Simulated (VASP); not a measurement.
# Ta8C9 (a cell with a defect) in VASP: single point with LDA

Aim: the single point of Ta8C9 (a cell with a defect) with LDA.

Program: VASP 6.6.1. These are calculated values, not measurements. Logs are shortened: lines on timing, memory, paths and dates and some standing lists are left out, and cuts for length are marked.

## Step 1: The cell of the first run

The cell holds a defect, 17 atoms: a = 6.350 Å, b = 6.350 Å, c = 6.350 Å, α = 60.00°, β = 60.00°, γ = 60.00°.

## Step 2: Single point, LDA

Contents of INCAR:

```
  PREC = Accurate
  ENCUT = 520
  EDIFF = 1E-7
  ISMEAR = -1
  SIGMA = 0.15
  LREAL = Auto
  LASPH = T
  NELM = 80
  ALGO = Normal
  ISIF = 2
  LWAVE = F
  LCHARG = T
  GGA = CA
  LELF = T
  LVHAR = T
  NBANDS = 76
```

Contents of KPOINTS:

```
Automatic mesh
0
Gamma
  2 2 2
```

Contents of POSCAR:

```
Ta8C9
1.0
    0.0000000000      4.4900000000      4.4900000000
    4.4900000000      0.0000000000      4.4900000000
    4.4900000000      4.4900000000      0.0000000000
Ta C
8 9
Direct
   -0.0442873051      0.0000779510     -0.0114365256
    0.0156458797      0.0221714922      0.4304565702
   -0.0574498886      0.5337973274      0.0169821826
   -0.0051113586      0.5174053452      0.5108797327
    0.5223608018     -0.0001113586     -0.0007572383
    0.5127839644      0.0069933185      0.4949443207
    0.4575612472      0.5271158129      0.0343318486
    0.4804120267      0.5312360802      0.5380734967
    0.2560913140      0.2710579065      0.2658017817
    0.2461581292      0.2740200445      0.7470267261
    0.2347216036      0.7453006682      0.2648775056
    0.2181737194      0.8008017817      0.7300890869
    0.6920155902      0.2794988864      0.2932405345
    0.7514699332      0.2539198218      0.7338084633
    0.7342650334      0.7551559020      0.2674498886
    0.7235857461      0.7666592428      0.7411804009
    0.1368262806      0.1910579065      0.0145322940
```

Potentials or basis: VASP PAW LDA potentials, release 64 (Ta_pv, C).

Started as:

```sh
> cat potpaw_LDA.64/Ta_pv/POTCAR potpaw_LDA.64/C/POTCAR > POTCAR
> mpirun -np 1 vasp_std > vasp.out
```

OUTCAR:

```text
PREC = Accurate
   ENCUT = 520
   EDIFF = 1E-7
   ISMEAR = -1
   LREAL = Auto
   LASPH = T
   NELM = 80
   ISIF = 2
   GGA = CA

 ion  position               nearest neighbor table
   1  0.956  0.000  0.989-  14 2.07  12 2.07  15 2.12  17 2.15  11 2.50  10 2.55  13 2.63   5 2.72
                             3 2.92   6 3.04   2 3.09   7 3.12   4 3.19   4 3.22   7 3.28   2 3.31
   2  0.016  0.022  0.430-  11 2.02  13 2.16  17 2.16   9 2.26  12 2.28  14 2.41  16 2.47   3 2.97
                             5 3.00   4 3.04   6 3.06   1 3.09   8 3.10   1 3.31   6 3.33   4 3.36
   3  0.943  0.534  0.017-  17 1.89  15 2.13  16 2.23  13 2.27  10 2.39  12 2.44   9 2.54   5 2.82
                             1 2.92   2 2.97   7 3.05   4 3.11   8 3.14   8 3.24   4 3.26   7 3.31
   4  0.995  0.517  0.511-  11 2.10  16 2.16  10 2.19   9 2.21  15 2.27  14 2.29   7 2.98   2 3.04
                             6 3.09   3 3.11   8 3.14   1 3.19   1 3.22   8 3.22   3 3.26   6 3.27
   5  0.522  1.000  0.999-  17 2.09  15 2.16  14 2.18  16 2.23  10 2.37   9 2.41  11 2.44   1 2.72
                             3 2.82   2 3.00   7 3.12   6 3.14   8 3.17   6 3.21   8 3.21   7 3.27
   6  0.513  0.007  0.495-  13 2.06  16 2.06  15 2.16   9 2.19  12 2.27  10 2.33   8 3.00   1 3.04
                             2 3.06   4 3.09   7 3.13   5 3.14   5 3.21   7 3.25   4 3.27   2 3.33
   7  0.458  0.527  0.034-  11 2.02   9 2.06  13 2.22  16 2.29  12 2.45  14 2.58   4 2.98   3 3.05
                             8 3.07   5 3.12   1 3.12   6 3.13   6 3.25   5 3.27   1 3.28   8 3.29
   8  0.480  0.531  0.538-  12 2.10  14 2.13  15 2.16  10 2.22  13 2.24  11 2.35   6 3.00   7 3.07
                             2 3.10   3 3.14   4 3.14   5 3.17   5 3.21   4 3.22   3 3.24   7 3.29
   9  0.256  0.271  0.266-   7 2.06   6 2.19   4 2.21   2 2.26   5 2.41   3 2.54
  10  0.246  0.274  0.747-  17 1.39   4 2.19   8 2.22   6 2.33   5 2.37   3 2.39   1 2.55
  11  0.235  0.745  0.265-   7 2.02   2 2.02   4 2.10   8 2.35   5 2.44   1 2.50
  12  0.218  0.801  0.730-   1 2.07   8 2.10   6 2.27   2 2.28   3 2.44   7 2.45
  13  0.692  0.279  0.293-   6 2.06   2 2.16   7 2.22   8 2.24   3 2.27   1 2.63
  14  0.751  0.254  0.734-   1 2.07   8 2.13   5 2.18   4 2.29   2 2.41   7 2.58
  15  0.734  0.755  0.267-   1 2.12   3 2.13   6 2.16   8 2.16   5 2.16   4 2.27
  16  0.724  0.767  0.741-   6 2.06   4 2.16   5 2.23   3 2.23   7 2.29   2 2.47
  17  0.137  0.191  0.015-  10 1.39   3 1.89   5 2.09   1 2.15   2 2.16

  LATTYP: Found a face centered cubic cell.
 ALAT       =     8.9800000000

  Lattice vectors:

 A1 = (   0.0000000000,   4.4900000000,   4.4900000000)
 A2 = (   4.4900000000,   0.0000000000,   4.4900000000)
 A3 = (   4.4900000000,   4.4900000000,   0.0000000000)

Analysis of symmetry for initial positions (statically):
=====================================================================
 Subroutine PRICEL returns:
 Original cell was already a primitive cell.

 Routine SETGRP: Setting up the symmetry group for a
 face centered cubic supercell.

 Subroutine GETGRP returns: Found  1 space group operations
 (whereof  1 operations were pure point group operations)
 out of a pool of 48 trial point group operations.

The static configuration has the point symmetry C_1 .

Analysis of symmetry for dynamics (positions and initial velocities):
=====================================================================
 Subroutine PRICEL returns:
 Original cell was already a primitive cell.

 Routine SETGRP: Setting up the symmetry group for a
 face centered cubic supercell.

 Subroutine GETGRP returns: Found  1 space group operations
 (whereof  1 operations were pure point group operations)
 out of a pool of 48 trial point group operations.

The dynamic configuration has the point symmetry C_1 .

 Subroutine INISYM returns: Found  1 space group operations
 (whereof  1 operations are pure point group operations),
 and found     1 'primitive' translations

----------------------------------------------------------------------------------------

                                     Primitive cell

  volume of cell :     181.0377

  direct lattice vectors                    reciprocal lattice vectors
     0.000000000  4.490000000  4.490000000    -0.111358575  0.111358575  0.111358575
     4.490000000  0.000000000  4.490000000     0.111358575 -0.111358575  0.111358575
     4.490000000  4.490000000  0.000000000     0.111358575  0.111358575 -0.111358575

  length of vectors
     6.349818895  6.349818895  6.349818895     0.192878709  0.192878709  0.192878709

  position of ions in fractional coordinates (direct lattice)
     0.955712695  0.000077951  0.988563474
     0.015645880  0.022171492  0.430456570
     0.942550111  0.533797327  0.016982183
     0.994888641  0.517405345  0.510879733
     0.522360802  0.999888641  0.999242762
     0.512783964  0.006993319  0.494944321
[... 9 lines left out ...]
     0.723585746  0.766659243  0.741180401
     0.136826281  0.191057906  0.014532294

  ion indices of the primitive-cell ions
   primitive index   ion index
                 1           1
                 2           2
                 3           3
                 4           4
                 5           5
                 6           6
[... 9 lines left out ...]
                16          16
                17          17

----------------------------------------------------------------------------------------

 KPOINTS: Automatic mesh

Automatic generation of k-mesh.
 Grid dimensions read from file:
 generate k-points for:    2    2    2

 Generating k-lattice:

  Cartesian coordinates                     Fractional coordinates (reciprocal lattice)
    -0.055679287  0.055679287  0.055679287     0.500000000  0.000000000  0.000000000
     0.055679287 -0.055679287  0.055679287     0.000000000  0.500000000  0.000000000
     0.055679287  0.055679287 -0.055679287     0.000000000  0.000000000  0.500000000

  Length of vectors
     0.096439355  0.096439355  0.096439355

  Shift w.r.t. Gamma in fractional coordinates (k-lattice)
     0.000000000  0.000000000  0.000000000

 Subroutine IBZKPT returns following result:
 ===========================================

 Found      8 irreducible k-points:

 Following reciprocal coordinates:
            Coordinates               Weight
  0.000000  0.000000  0.000000      1.000000
  0.500000  0.000000  0.000000      1.000000
  0.000000  0.500000  0.000000      1.000000
  0.000000  0.000000  0.500000      1.000000
  0.500000  0.500000  0.500000      1.000000
  0.500000  0.500000  0.000000      1.000000
  0.000000  0.500000  0.500000      1.000000
  0.500000  0.000000  0.500000      1.000000
   k-points           NKPTS =      8   k-points in BZ     NKDIM =      8   number of bands    NBANDS=     76
   number of dos      NEDOS =    301   number of ions     NIONS =     17
   total plane-waves  NPLWV = 110592
   dimension x,y,z NGX =    48 NGY =   48 NGZ =   48
   dimension x,y,z NGXF=    96 NGYF=   96 NGZF=   96
   ions per type =               8   9
   NGX,Y,Z   is equivalent  to a cutoff of  12.57, 12.57, 12.57 a.u.
   NGXF,Y,Z  is equivalent  to a cutoff of  25.13, 25.13, 25.13 a.u.
 SYSTEM =  unknown system
   PREC   = accura    normal or accurate (medium, high low for compatibility)
   ISTART =      0    job   : 0-new  1-cont  2-samecut
   ICHARG =      2    charge: 1-file 2-atom 10-const
   ISPIN  =      1    spin polarized calculation?
   LNONCOLLINEAR =      F non collinear calculations
   LSORBIT =      F    spin-orbit coupling
   LASPH  =      T    aspherical Exc in radial PAW
   ENCUT  =  520.0 eV  38.22 Ry    6.18 a.u.  11.81 11.81 11.81*2*pi/ulx,y,z
   NELM   =     80;   NELMIN=  2; NELMDL= -5     # of ELM steps
   EDIFF  = 0.1E-06   stopping-criterion for ELM
   LREAL  =      T    real-space projection
   EDIFFG = 0.1E-05   stopping-criterion for IOM
   NSW    =      0    number of steps for IOM
   IBRION =     -1    ionic relax: 0-MD 1-quasi-New 2-CG
   NFREE  =      0    steps in history (QN), initial steepest desc. (CG)
   ISIF   =      2    stress and relaxation
   ISYM   =      2    0-nonsym 1-usesym 2-fastsym
   POTIM  = 0.5000    time-step for ionic-motion
   TEBEG  =    0.0;   TEEND  =   0.0 temperature during run
   PSTRESS=    0.0 pullay stress
   NELECT =     124.0000    total number of electrons
   NUPDOWN=      -1.0000    fix difference up-down
   EMIN   =  10.00;   EMAX   =-10.00  energy-range for DOS
   EFERMI =   0.00;   METHOD = LEGACY
   ISMEAR =    -1;   SIGMA  =   0.15  broadening in eV -4-tet -1-fermi 0-gaus
   EFERMI_NEDOS =   21; number of points for ismear=-14 and -15
   IALGO  =     38    algorithm
   IMIX   =      4    mixing-type and parameters
     AMIX     =   0.40;   BMIX     =  1.00
     AMIX_MAG =   1.60;   BMIX_MAG =  1.00
  volume/ion in A,a.u.               =      10.65        71.86
  Fermi-wavevector in a.u.,A,eV,Ry     =   1.443087  2.727038 28.334117  2.082499
  Thomas-Fermi vector in A             =   2.561534
   LORBIT       =      0    0 simple, 1 ext, 2 COOP (PROOUT), +10 PAW based schemes
   GGA     = CA    functional components
   LHFCALC =     F    Hartree Fock is set to
   AEXX    =    0.0000 exact exchange contribution
   IVDW    =     0    specifies the selected vdW correction
   LEPSILON=     F    determine dielectric tensor
   LRPA    =     F    only Hartree local field effects (RPA)
 non-spin polarized calculation
  energy-cutoff  :      520.00
  volume of cell :      181.04
 maximum number of plane-waves:      4910
 NGX is ok and might be reduce to    48
   NGX = 23   NGY = 23   NGZ = 23

 number of electron     124.0000002 magnetization

 Free energy of the ion-electron system (eV)
  ---------------------------------------------------
  ext. energy  EPLUGINS =         0.00000000
  ---------------------------------------------------
  free energy    TOTEN  =      -197.11263360 eV

  energy without entropy =     -196.74324427  energy(sigma->0) =     -196.92793893

 E-fermi :   8.2476     XC(G=0): -13.3836

 val. band max:        8.1762192111   @ k =   0.0000   0.0000   0.5000
 cond. band min:       8.2790808112   @ k =   0.5000   0.0000   0.0000
 fundamental gap:      0.1028616001
 Fermi energy:         8.2476497689

 k-point     1 :       0.0000    0.0000    0.0000
  band No.  band energies     occupation
      1     -27.2308      2.00000
      2     -27.1337      2.00000
      3     -27.1205      2.00000
      4     -27.0763      2.00000
      5     -27.0610      2.00000
      6     -26.9819      2.00000
[... 66 lines left out ...]
     73      11.1165      0.00000
     74      11.2441      0.00000

 k-point     2 :       0.5000    0.0000    0.0000
  band No.  band energies     occupation
      1     -27.0866      2.00000
      2     -27.0402      2.00000
      3     -26.9969      2.00000
      4     -26.9785      2.00000
      5     -26.9458      2.00000
      6     -26.9210      2.00000
[... 66 lines left out ...]
     73      11.3231      0.00000
     74      11.4636      0.00000

 k-point     3 :       0.0000    0.5000    0.0000
  band No.  band energies     occupation
      1     -27.0940      2.00000
      2     -27.0572      2.00000
      3     -27.0156      2.00000
      4     -26.9905      2.00000
      5     -26.9293      2.00000
      6     -26.9054      2.00000
[... 374 lines left out ...]
     73      10.8392      0.00000
     74      11.1376      0.00000

 k-point     8 :       0.5000    0.0000    0.5000
  band No.  band energies     occupation
      1     -27.0392      2.00000
      2     -27.0106      2.00000
      3     -26.9804      2.00000
      4     -26.9447      2.00000
      5     -26.8964      2.00000
      6     -26.8705      2.00000
[... 66 lines left out ...]
     73      10.9350      0.00000
     74      11.1989      0.00000
 [bands above 74 left out]

------------------------ aborting loop because EDIFF is reached ----------------------------------------

  FORCE on cell =-STRESS in cart. coord.  units (eV):
  Direction    XX          YY          ZZ          XY          YZ          ZX
  --------------------------------------------------------------------------------------
  -------------------------------------------------------------------------------------
  Total       17.7530329      9.0650008      6.9249123     -8.6226683      2.8468068      4.9361241
  in kB      157.1137241     80.2249422     61.2852332    -76.3103145     25.1941408     43.6845268
  external PRESSURE =      99.5412998 kB  Pullay stress =       0.0000000 kB

 VOLUME and BASIS-vectors are now :
 -----------------------------------------------------------------------------
  energy-cutoff  :      520.00
  volume of cell :      181.04
      direct lattice vectors                 reciprocal lattice vectors
     0.000000000  4.490000000  4.490000000    -0.111358575  0.111358575  0.111358575
     4.490000000  0.000000000  4.490000000     0.111358575 -0.111358575  0.111358575
     4.490000000  4.490000000  0.000000000     0.111358575  0.111358575 -0.111358575

 POSITION                                       TOTAL-FORCE (eV/Angst)
 -----------------------------------------------------------------------------------
      4.43900      8.72980      4.29150         0.691876      1.541169      1.724955
      2.03230      2.00300      0.16980         2.580390     -0.323469      1.147633
      2.47300      4.30830      6.62880         2.599979     -1.703140      2.309209
      4.61700      6.76090      6.79020        -0.332258     -0.997289     -1.441738
      8.97610      6.83200      6.83490         0.357513     -1.175634     -0.917579
      2.25370      4.52470      2.33380         0.652762     -1.385845     -0.357705
[... 9 lines left out ...]
      6.77020      6.57680      6.69120         0.482207      2.025684      0.996765
      0.92310      0.67960      1.47220        -3.006410      2.223591     -2.656630
 -----------------------------------------------------------------------------------
    total drift:                               -0.007917     -0.010171      0.018295

  FREE ENERGIE OF THE ION-ELECTRON SYSTEM (eV)
  ---------------------------------------------------
  free  energy   TOTEN  =      -197.1126335956 eV

  energy  without entropy=     -196.7432442698  energy(sigma->0) =     -196.92793893
```

Run time: 3.9 min. Hardware: 1 thread of Intel Xeon Platinum 8488C (Sapphire Rapids), shared host; peak memory 0.29 GiB.

Results:

```
Free energy            : -197.1126 eV
Pressure               : 10.0 GPa
Largest force          : 4.587 eV/Å
Band gap on the k mesh : zero (bands 62 and 63 overlap by 0.76 eV)
```

Forces on the atoms (eV/Å):
```
Ta   0.692  1.541  1.725
Ta   2.580 -0.323  1.148
Ta   2.600 -1.703  2.309
Ta  -0.332 -0.997 -1.442
Ta   0.358 -1.176 -0.918
Ta   0.653 -1.386 -0.358
Ta  -1.375  0.400  0.408
Ta  -1.898 -0.400 -0.344
C   -0.250 -0.983 -1.152
C    0.212  0.262 -0.701
C   -1.045  0.579  0.640
C   -0.524  1.206 -1.085
C   -0.712 -1.130  1.170
C    1.075 -0.526  0.300
C    0.491  0.387 -0.040
C    0.482  2.026  0.997
C   -3.006  2.224 -2.657
```

Stress tensor (GPa, compression positive):
```
15.71 -7.63  4.37
-7.63  8.02  2.52
 4.37  2.52  6.13
```

Caveat: the k points lie up to 0.61 Å⁻¹ apart, too coarse for converged energies and pressures of a metal; spin-orbit coupling is left out, which moves the levels of the heavy elements.
